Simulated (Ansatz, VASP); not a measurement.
Mg in VASP and in Ansatz

```
Mg
1.0
     0.00000    2.26163    2.26163
     2.26163    0.00000    2.26163
     2.26163    2.26163    0.00000
Mg
1
Direct
  0.00000 0.00000 0.00000
```

Alike in both runs: functional PBE; k mesh 15 × 15 × 15; occupations fermi-dirac, width 0.1 eV; no spin polarisation.

Ansatz relaxed the structure, and its values are those at the end. VASP's run is a single point on that final structure, the one shown.

|  | VASP | Ansatz |
| --- | --- | --- |
| version | VASP 6.6.1 | Ansatz 0.2.0 |
| potentials or method | VASP PAW PBE potentials, release 64 (Mg) | PAW with Ansatz's default frozen-core files, scalar-relativistic |
| plane-wave cutoff (eV) | 600 | 420 |
| valence electrons in the cell | 2 | 10 |

Ansatz gave:

```
pressure (GPa) : 0.0
```

Problem. What did VASP give for the same quantities?

Solution. Pressure (GPa): -0.1.

The functional is the same, so the differences come from potentials, cutoffs and numerics. VASP's potentials hold 2 valence electrons a cell and Ansatz's 10, so a difference there can come from the potentials and not from the codes.
